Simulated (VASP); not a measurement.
Au: single point with r2SCAN

Crystal: Au.

```
Au
1.0
     2.94350    0.00000    0.00000
    -1.47175    2.54914    0.00000
     0.00000    0.00000    5.02640
Au
2
Cartesian
  0.0000 1.6994 3.7698
  1.4717 0.8497 1.2566
```

This cell differs from its parent crystal: strain +0.015 along x and y, +0.030 along z.

```
Program                : VASP 6.6.1
Task                   : single point
Functional             : r2SCAN
Potentials or basis    : VASP PAW PBE potentials, release 64 (Au)
Cutoff                 : 520 eV
k mesh                 : 18 × 18 × 10
Occupations            : gaussian, width 0.15 eV
Spin                   : no spin polarisation
Dipole correction      : no
Further INCAR settings : ALGO = Normal; EDIFF = 1e-06; NBANDS = 18
```

- Pressure: -8.4 GPa
- Band gap on the k mesh: zero (bands 11 and 12 overlap by 6.68 eV)

Stress tensor (GPa, compression positive):
```
-8.41  0.00  0.00
 0.00 -8.41  0.00
 0.00  0.00 -8.24
```

Levels at points of the mesh, in eV from the Fermi level:
| k point | band 9 | band 10 | band 11 | band 12 | band 13 | band 14 |
| --- | --- | --- | --- | --- | --- | --- |
| (0.00, 0.00, 0.00) | -3.40 | -2.29 | -2.29 | -0.58 | 2.07 | 15.55 |
| (0.50, 0.00, 0.00) | -1.95 | -1.81 | 0.50 | 1.50 | 5.67 | 6.85 |
| (0.00, 0.00, 0.50) | -2.69 | -2.69 | -2.69 | -2.69 | 10.08 | 10.08 |
| (0.50, 0.00, 0.50) | -1.87 | -1.87 | 0.86 | 0.86 | 3.64 | 3.64 |

Wall time 2.6 min on 1 thread of Intel(R) Xeon(R) 6975P-C (Granite Rapids), on a shared host, peak memory 0.26 GiB.

Caveat: the cell differs from its parent crystal (strain +0.015 along x and y, +0.030 along z); the cell stands under tension; the PAW data sets were made with another functional, which shifts forces and pressure a little; spin-orbit coupling is left out, which moves the levels of the heavy elements.
